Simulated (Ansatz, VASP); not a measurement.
## SnO2 in VASP and in Ansatz

Contents of INCAR:

```
  PREC = Accurate
  ENCUT = 520
  EDIFF = 1E-6
  ISMEAR = 0
  SIGMA = 0.05
  LREAL = F
  LASPH = T
  NELM = 80
  ALGO = Normal
  ISIF = 2
  LWAVE = F
  LCHARG = F
  GGA = PE
  IVDW = 12
  NBANDS = 35
```

File KPOINTS:

```
regular mesh
0
Gamma
  12 12 4
```

POSCAR

```
SnO2
1.0
    3.2915730852      0.0000000000      0.0000000000
   -1.6457865426      2.8505859103      0.0000000000
    0.0000000000      0.0000000000     10.5950939857
Sn O
2 4
Direct
   -0.0649822401      0.0000000000      0.5000000000
    0.0649822401      0.0000000000      0.0000000000
    0.6008675808      0.3333333333      0.4018520904
    0.7324657525      0.3333333333      0.0981479096
    0.2675342475      0.6666666667      0.5981479096
    0.3991324192      0.6666666667      0.9018520904
```

Input for Ansatz:

```yaml
crystal:
  lattice:
    - [3.2915730852, 0.0, 0.0]
    - [-1.6457865426, 2.8505859103, 0.0]
    - [0.0, 0.0, 10.5950939857]
  atoms:
    - { symbol: Sn, position: [-0.0649822401, 0.0, 0.5] }
    - { symbol: Sn, position: [0.0649822401, 0.0, 0.0] }
    - { symbol: O, position: [0.6008675808, 0.3333333333, 0.4018520904] }
    - { symbol: O, position: [0.7324657525, 0.3333333333, 0.0981479096] }
    - { symbol: O, position: [0.2675342475, 0.6666666667, 0.5981479096] }
    - { symbol: O, position: [0.3991324192, 0.6666666667, 0.9018520904] }
basis:
  ecutwfc: 520.0
kpoints:
  mp_grid: { grid: [12, 12, 4] }
hamiltonian:
  xc: pbe
  pseudopotentials: { kind: paw, azcp: { folder: soft_1 } }
  dispersion: d3bj
scf:
  occupations: { method: gaussian, width: 0.05 }
output:
  forces: true
  stress: true
  eigenvalues: true
```

Change from the starting cell: mode 1 frozen in at -0.211 Å, equal normal strain along x, y and z +0.0250.

Alike in both runs: task single point; functional PBE; dispersion D3(BJ); k mesh 12 × 12 × 4; occupations gaussian, width 0.05 eV; no spin polarisation.

|  | VASP | Ansatz |
| --- | --- | --- |
| version | VASP 6.6.1 | Ansatz 0.2.0 |
| potentials or method | VASP PAW PBE potentials, release 64 (Sn_d, O), cutoff 520 eV | scalar-relativistic, plane waves, PAW |
| valence electrons in the cell | 52 | 52 |

|  | VASP | Ansatz | Ansatz less VASP |
| --- | --- | --- | --- |
| gap on the k mesh at the Fermi level (eV) | 1.66 | 1.68 | +0.023 |
| least direct gap on the mesh (eV) | 1.93 | 1.95 | +0.017 |
| pressure (GPa) | -8.0 | -8.5 | -0.44 |
| traceless stress, the component that is largest in VASP (GPa) | 2.99 | 3.27 | +0.274 |
| rms of the force components (eV/Å) | 0.310 | 0.333 | +0.0227 |

Atom by atom the forces differ by 0.023 eV/Å (rms over components).
